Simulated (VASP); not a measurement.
**BeTe: single point with r2SCAN**

The system is BeTe.

```
Be Te
1.0
     0.00000    2.82862    2.82862
     2.82862    0.00000    2.82862
     2.82862    2.82862    0.00000
Be Te
1 1
Direct
  0.00000 0.00000 0.00000
  0.25000 0.25000 0.25000
```

- Program: VASP 6.6.1
- Task: single point
- Functional: r2SCAN
- Potentials or basis: VASP PAW PBE potentials, release 64 (Be, Te)
- Cutoff: 520 eV
- k mesh: 6 × 6 × 6
- Occupations: gaussian, width 0.01 eV
- Spin: no spin polarisation

- Pressure: 0.2 GPa
- Band gap on the k mesh: 2.37 eV, indirect (least direct gap 4.03 eV)

Levels at points of the mesh, in eV from the valence-band top:
```csv
k point,band 1,band 2,band 3,band 4,band 5,band 6,band 7,band 8,band 9
"(0.00, 0.00, 0.00)",-12.69,0.00,0.00,0.00,4.03,4.03,4.03,4.41,9.01
"(0.50, 0.00, 0.00)",-11.29,-5.68,-1.15,-1.15,3.52,5.02,5.02,8.47,11.71
"(0.50, 0.50, 0.00)",-10.77,-5.27,-2.69,-2.69,2.37,3.01,10.48,10.48,12.44
```

It took 31 s on 1 thread of AMD EPYC 7R13 Processor (Zen 3), with other jobs on the host, peak memory 0.14 GiB.

Caveat: the PAW data sets were made with another functional, which shifts forces and pressure a little; spin-orbit coupling is left out, which moves the levels of the heavy elements. r2SCAN opens gaps a little over a GGA but as a rule still falls short of measured ones.
